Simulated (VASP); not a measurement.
Set up this calculation in VASP 6.6.1, as the native input.

```yaml
Task: electric field gradients
Functional: PBE
Potentials_or_basis: VASP PAW PBE potentials, release 64 (Bi_d, Se)
Cutoff: 520 eV
k_mesh: 6 × 6 × 6
Occupations: fermi-dirac, width 0.03 eV
Spin: no spin polarisation
Dipole_correction: no
Further_INCAR_settings: ALGO = Normal; EDIFF = 1e-08; NBANDS = 32
```

The structure of Bi2Se3 lies in POSCAR:

```
Bi2Se3
1.0
    2.0292119354      1.1715660571      9.3504726711
   -2.0292119354      1.1715660571      9.3504726711
    0.0000000000     -2.3431321143      9.3504726711
Bi Se
2 3
Direct
    0.4008000000      0.4008000000      0.4008000000
    0.5992000000      0.5992000000      0.5992000000
    0.0000000000      0.0000000000      0.0000000000
    0.2117000000      0.2117000000      0.2117000000
    0.7883000000      0.7883000000      0.7883000000
```

The input as run:

INCAR

```
SYSTEM = Bi2Se3
PREC     = Accurate       ! precision mode
ENCUT    = 520            ! plane-wave cutoff, eV
EDIFF    = 1E-8           ! SCF threshold, eV
ISMEAR   = -1             ! smearing method
SIGMA    = 0.03           ! smearing width, eV
LREAL    = .FALSE.        ! projectors in reciprocal space
LASPH    = .TRUE.         ! aspherical terms in the spheres
NELM     = 100            ! most SCF steps
ALGO     = Normal         ! electronic algorithm
ISIF     = 2              ! what is computed and relaxed
LWAVE    = .FALSE.        ! write WAVECAR
LCHARG   = .FALSE.        ! write CHGCAR
GGA      = PE             ! functional
LEFG     = .TRUE.       
NBANDS   = 32             ! bands
```

KPOINTS

```
regular mesh
0
G
  6 6 6
  0 0 0
```

Potentials or basis: VASP PAW PBE potentials, release 64 (Bi_d, Se).

Launch:

```bash
$ cat potpaw_PBE.64/Bi_d/POTCAR potpaw_PBE.64/Se/POTCAR > POTCAR
$ mpirun -np 1 vasp_std > vasp.out
```

Results of the run:

```
Pressure                                : 7.3 GPa
Largest force                           : 0.718 eV/Å
Band gap on the k mesh                  : 0.17 eV
Largest electric field gradient by atom : Bi +4.8; Se +74.0, -16.9 (each value once) V/Å²
```

Caveat: the cell stands under pressure; without QUAD_EFG the Cq values of the log hold for a quadrupole moment of 1 mb, not for the nuclei; spin-orbit coupling is left out, which moves the levels of the heavy elements.

Wall time 9 min on 1 thread of Intel(R) Xeon(R) 6975P-C (Granite Rapids) (shared host), peak memory 0.73 GiB.
